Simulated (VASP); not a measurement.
Here is a VASP 6.6.1 calculation.

INCAR

```
SYSTEM = Ga2SiS
PREC = Accurate ; ENCUT = 520
EDIFF = 1E-6 ; ISMEAR = 0
SIGMA = 0.1 ; LREAL = .False.
LASPH = .True. ; NELM = 60
ALGO = Normal ; ISIF = 2
LWAVE = .False. ; LCHARG = .True.
GGA = PE ; LELF = .True.
LVHAR = .True. ; NBANDS = 26
```

Contents of KPOINTS:

```
Automatic mesh
0
Gamma
  6 6 4
  0 0 0
```

The input POSCAR:

```
Ga2SiS
1.0
    3.7603280000      0.0000000000      0.0000000000
   -1.8801640000      3.2565395700      0.0000000000
    0.0000000000      0.0000000000      6.5926684500
Ga Si S
2 1 1
Direct
    0.0000000000      0.0000000000      0.7225889500
    0.0000000000      0.0000000000      0.2774110500
    0.0000000000      0.0000000000      0.0000000000
    0.0000000000      0.0000000000      0.5000000000
```

Potentials or basis: VASP PAW PBE potentials, release 64 (Ga_d, Si, S).

The run is started by

```sh
$ cat potpaw_PBE.64/Ga_d/POTCAR potpaw_PBE.64/Si/POTCAR potpaw_PBE.64/S/POTCAR > POTCAR
$ mpirun -np 1 vasp_std > vasp.out
```

(1) Estimate the pressure.

(2) Estimate the band gap on the k mesh.

(3) What does it give for the largest force?

Results:

(1) 131.5 GPa.

(2) zero (band 18 reaches 7.17 eV, above the bottom of band 19 at 4.33 eV).

(3) 42.417 eV/Å.

Caveat: forces of over 1 eV/Å act on the atoms, so gaps and moduli don't describe the material at rest.
